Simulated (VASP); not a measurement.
# RbBr (Fm-3m) in VASP: G0W0 quasiparticle levels with PBE

Aim: the G0W0 quasiparticle levels of RbBr with PBE.

Everything below comes from runs of VASP 6.6.1. Logs are shortened: lines on timing, memory, paths and dates and some standing lists are left out, and cuts for length are marked.

### Step 1. The cell of the first run

Symmetry: Fm-3m, No. 225, cubic system. Conventional cell: a = 6.922 Å, b = 6.922 Å, c = 6.922 Å, α = 90.00°, β = 90.00°, γ = 90.00°. Rb (site symmetry m-3m) has 6 Br at 3.46 Å within 4.5 Å. Within 4.5 Å of Br (site symmetry m-3m) lie 6 Rb at 3.46 Å.

### Step 2. G0W0 quasiparticle levels, PBE

POSCAR

```
RbBr
1.0
    0.0000000000      3.4608261569      3.4608261569
    3.4608261569      0.0000000000      3.4608261569
    3.4608261569      3.4608261569      0.0000000000
Rb Br
1 1
Direct
    0.0000000000      0.0000000000      0.0000000000
    0.5000000000      0.5000000000      0.5000000000
```

INCAR.step1

```
PREC = Accurate ; ENCUT = 500
EDIFF = 1E-8 ; ISMEAR = 0
SIGMA = 0.01 ; LREAL = F
LASPH = T ; NELM = 80
ALGO = Normal ; LWAVE = T
LCHARG = F ; GGA = PE
```

INCAR.step2

```
PREC = Accurate ; ENCUT = 500
EDIFF = 1E-8 ; ISMEAR = 0
SIGMA = 0.01 ; LREAL = F
LASPH = T ; NELM = 1
ALGO = Exact ; LWAVE = T
LCHARG = F ; GGA = PE
NBANDS = 142 ; LOPTICS = T
ISTART = 1
```

INCAR.step3

```
PREC = Accurate ; ENCUT = 500
EDIFF = 1E-8 ; ISMEAR = 0
SIGMA = 0.01 ; LREAL = F
LASPH = T ; ALGO = EVGW0
LWAVE = F ; LCHARG = F
GGA = PE ; NELMGW = 1
NBANDS = 142 ; ENCUTGW = 80.0
NOMEGA = 48 ; PRECFOCK = Fast
ISTART = 1 ; NBANDSGW = 16
```

KPOINTS

```
Automatic mesh
0
Gamma
  6 6 6
```

Potentials or basis: VASP PAW PBE potentials, release 64 (Rb_sv_GW, Br_GW).

On the command line:

```
> cat potpaw_PBE.64/Rb_sv_GW/POTCAR potpaw_PBE.64/Br_GW/POTCAR > POTCAR
> cp INCAR.step1 INCAR
> mpirun -np 1 vasp_std > vasp.out
> cp INCAR.step2 INCAR
> mpirun -np 1 vasp_std > vasp.out
> cp INCAR.step3 INCAR
> mpirun -np 1 vasp_std > vasp.out
```

OUTCAR:

```text
PREC = Accurate
   ENCUT = 500
   EDIFF = 1E-8
   ISMEAR = 0
   LREAL = F
   LASPH = T
   GGA = PE
   NELMGW = 1
   ENCUTGW = 80.0
   PRECFOCK = Fast
   ISTART = 1

 ion  position               nearest neighbor table
   1  0.000  0.000  0.000-
   2  0.500  0.500  0.500-

  LATTYP: Found a face centered cubic cell.
 ALAT       =     6.9216523138

  Lattice vectors:

 A1 = (   0.0000000000,   3.4608261569,   3.4608261569)
 A2 = (   3.4608261569,   0.0000000000,   3.4608261569)
 A3 = (   3.4608261569,   3.4608261569,   0.0000000000)

Analysis of symmetry for initial positions (statically):
=====================================================================
 Subroutine PRICEL returns:
 Original cell was already a primitive cell.

 Routine SETGRP: Setting up the symmetry group for a
 face centered cubic supercell.

 Subroutine GETGRP returns: Found 48 space group operations
 (whereof 48 operations were pure point group operations)
 out of a pool of 48 trial point group operations.

The static configuration has the point symmetry O_h .

Analysis of symmetry for dynamics (positions and initial velocities):
=====================================================================
 Subroutine PRICEL returns:
 Original cell was already a primitive cell.

 Routine SETGRP: Setting up the symmetry group for a
 face centered cubic supercell.

 Subroutine GETGRP returns: Found 48 space group operations
 (whereof 48 operations were pure point group operations)
 out of a pool of 48 trial point group operations.

The dynamic configuration has the point symmetry O_h .

 Subroutine INISYM returns: Found 48 space group operations
 (whereof 48 operations are pure point group operations),
 and found     1 'primitive' translations

----------------------------------------------------------------------------------------

                                     Primitive cell

  volume of cell :      82.9028

  direct lattice vectors                    reciprocal lattice vectors
     0.000000000  3.460826157  3.460826157    -0.144474174  0.144474174  0.144474174
     3.460826157  0.000000000  3.460826157     0.144474174 -0.144474174  0.144474174
[... 46 lines left out ...]
  0.166667  0.166667  0.000000      6.000000
  0.333333  0.166667  0.000000     24.000000
[... 8 lines left out ...]
 -0.333333  0.333333  0.166667     24.000000
 -0.333333  0.500000  0.166667     12.000000
   k-points           NKPTS =     16   k-points in BZ     NKDIM =    216   number of bands    NBANDS=    142
   number of dos      NEDOS =    301   number of ions     NIONS =      2
   total plane-waves  NPLWV =  46656
   dimension x,y,z NGX =    36 NGY =   36 NGZ =   36
   dimension x,y,z NGXF=    72 NGYF=   72 NGZF=   72
   ions per type =               1   1
   NGX,Y,Z   is equivalent  to a cutoff of  12.23, 12.23, 12.23 a.u.
   NGXF,Y,Z  is equivalent  to a cutoff of  24.46, 24.46, 24.46 a.u.
 SYSTEM =  unknown system
   PREC   = accura    normal or accurate (medium, high low for compatibility)
   ISTART =      1    job   : 0-new  1-cont  2-samecut
   ICHARG =      0    charge: 1-file 2-atom 10-const
   ISPIN  =      1    spin polarized calculation?
   LNONCOLLINEAR =      F non collinear calculations
   LSORBIT =      F    spin-orbit coupling
   LASPH  =      T    aspherical Exc in radial PAW
   ENCUT  =  500.0 eV  36.75 Ry    6.06 a.u.   8.92  8.92  8.92*2*pi/ulx,y,z
   NELM   =     60;   NELMIN=  2; NELMDL=  0     # of ELM steps
   EDIFF  = 0.1E-07   stopping-criterion for ELM
   LREAL  =      F    real-space projection
   EDIFFG = 0.1E-06   stopping-criterion for IOM
   NSW    =      0    number of steps for IOM
   IBRION =     -1    ionic relax: 0-MD 1-quasi-New 2-CG
   NFREE  =      0    steps in history (QN), initial steepest desc. (CG)
   ISIF   =      0    stress and relaxation
   ISYM   =      3    0-nonsym 1-usesym 2-fastsym
   POTIM  = 0.5000    time-step for ionic-motion
   TEBEG  =    0.0;   TEEND  =   0.0 temperature during run
   PSTRESS=    0.0 pullay stress
   NELECT =      16.0000    total number of electrons
   NUPDOWN=      -1.0000    fix difference up-down
   EMIN   =  10.00;   EMAX   =-10.00  energy-range for DOS
   EFERMI =   0.00;   METHOD = LEGACY
   ISMEAR =     0;   SIGMA  =   0.01  broadening in eV -4-tet -1-fermi 0-gaus
   EFERMI_NEDOS =   21; number of points for ismear=-14 and -15
   IALGO  =     38    algorithm
   IMIX   =      4    mixing-type and parameters
     AMIX     =   0.40;   BMIX     =  1.00
     AMIX_MAG =   1.60;   BMIX_MAG =  1.00
  volume/ion in A,a.u.               =      41.45       279.73
  Fermi-wavevector in a.u.,A,eV,Ry     =   0.946074  1.787820 12.177973  0.895056
  Thomas-Fermi vector in A             =   2.074037
   LORBIT       =      0    0 simple, 1 ext, 2 COOP (PROOUT), +10 PAW based schemes
   GGA     = PE    functional components
   LHFCALC =     T    Hartree Fock is set to
   PRECFOCK=fast      Normal, Fast or Accurate (Low or Medium for compatibility)
   ENCUT4O =  -1.0   cutoff for four orbital integrals eV
   NKREDX  =     1    reduce k-point grid by
   NKREDY  =     1    reduce k-point grid by
   NKREDZ  =     1    reduce k-point grid by
   AEXX    =    1.0000 exact exchange contribution
   HFSCREEN=    0.0000 screening length (either q_TF or 0.3 A-1)
   HFSCREENC=   0.0000 screening length for correlation (either q_TF or 0.3 A-1)
   ENCUTFOCK=  -1.0 apply spherical cutoff to Coloumb kernel
   IVDW    =     0    specifies the selected vdW correction
   LEPSILON=     F    determine dielectric tensor
   LRPA    =     F    only Hartree local field effects (RPA)
   LRPAFORCE           =     F    calculate RPA forces
   ENCUTGW             =  80.0    cutoff for response function in eV
   ENCUTGWSOFT         =  64.0    soft cutoff for Coulomb kernel in GW response function in eV
   ENCUTLF             =  -1.0    cutoff for local field effects
   NELMGW              =     1    number of iterations in solving QP/BSE equation
   NELMHF              =     1    number of iterations in the inner HF iteration
   NKREDLFX            =     1    NKREDLFY  =   1   NKREDLFZ  =   1
 non-spin polarized calculation
 Gauss-broadening in eV      SIGMA  =   0.01
  energy-cutoff  :      500.00
  volume of cell :       82.90
 maximum number of plane-waves:      2126
  NGX = 20; NGY = 20; NGZ = 20
   NGX = 17   NGY = 17   NGZ = 17
 maximum number of plane-waves:       144
 NGX is ok and might be reduce to    18

 QP shifts <psi_nk| G(iteration)W_0 |psi_nk>: iteration 1
 for sc-GW calculations column KS-energies equals QP-energies in previous step
 and V_xc(KS)=  KS-energies - (<T + V_ion + V_H > + <T+V_H+V_ion>^1  + <V_x>^1)

 k-point   1 :       0.0000    0.0000    0.0000
  band No.  KS-energies  QP-energies   sigma(KS)   V_xc(KS)     V^pw_x(r,r')   Z            occupation Imag(sigma)

      1     -25.7424     -27.1920     -18.6622     -16.4847     -26.9187       0.6657       2.0000       1.0250
      2     -13.4151     -14.6424     -15.7514     -13.9896     -22.1705       0.6966       2.0000       1.2628
      3      -9.8135     -12.3762     -18.2801     -15.1329     -20.8513       0.8143       2.0000       0.1176
      4      -9.8135     -12.3762     -18.2801     -15.1329     -20.8513       0.8143       2.0000       0.1176
      5      -9.8135     -12.3762     -18.2801     -15.1329     -20.8513       0.8143       2.0000       0.1176
      6      -1.2634      -2.9646     -14.6314     -12.5036     -16.3951       0.7995       2.0000       0.0910
[... 295 lines left out ...]
      2     -13.3838     -14.6189     -15.8081     -14.0436     -22.1936       0.7000       2.0000       1.2438
      3      -9.9509     -12.5263     -18.0365     -14.8513     -20.6289       0.8085       2.0000       0.1355
      4      -9.9020     -12.4654     -18.1266     -14.9553     -20.7116       0.8083       2.0000       0.1290
      5      -9.8183     -12.3651     -18.2392     -15.1081     -20.8190       0.8134       2.0000       0.1184
      6      -1.6705      -3.4612     -14.2366     -11.9851     -16.0317       0.7953       2.0000       0.0954
[... 8 lines left out ...]
     15       9.9209      11.2105      -6.8139      -8.3890      -3.4240       0.8188       0.0000      -0.1605
     16      10.4938      11.7707      -7.2170      -8.7872      -3.7529       0.8132       0.0000      -0.1703
```

OUTCAR.step1:

```text
PREC = Accurate
   ENCUT = 500
   EDIFF = 1E-8
   ISMEAR = 0
   LREAL = F
   LASPH = T
[... 448 lines left out ...]
 -----------------------------------------------------------------------------------
      0.00000      0.00000      0.00000         0.000000     -0.000000      0.000000
      3.46083      3.46083      3.46083        -0.000000      0.000000     -0.000000
 -----------------------------------------------------------------------------------
    total drift:                                0.000000      0.000000      0.000000

  FREE ENERGIE OF THE ION-ELECTRON SYSTEM (eV)
  ---------------------------------------------------
  free  energy   TOTEN  =        -8.3546032327 eV

  energy  without entropy=       -8.3546032327  energy(sigma->0) =       -8.35460323
```

It took 31 min on 1 thread of Intel Xeon Platinum 8259CL at 2.50GHz (Skylake/Cascade Lake), shared host; peak memory 1.6 GiB.

Results:

```yaml
Band_gap_on_the_k_mesh_mean-field_level: 4.28 eV, direct
Quasiparticle_gap: 6.60 eV
Least_direct_quasiparticle_gap: 6.60 eV
```

Levels at points of the mesh, in eV from the valence-band top:
```
           k point  band 5  band 6  band 7  band 8  band 9  band 10  band 11  band 12
(0.00, 0.00, 0.00)   -8.55    0.00    0.00    0.00    4.28     7.27     7.27     7.27
(0.50, 0.00, 0.00)   -8.51   -0.94   -0.33   -0.33    6.74     7.62     9.40     9.40
(0.50, 0.50, 0.00)   -8.61   -0.46   -0.16   -0.16    5.64     7.02     9.05     9.15
```

Caveat: bands, screening cutoff and mesh are small and nothing is extrapolated, so the quasiparticle values aren't converged.
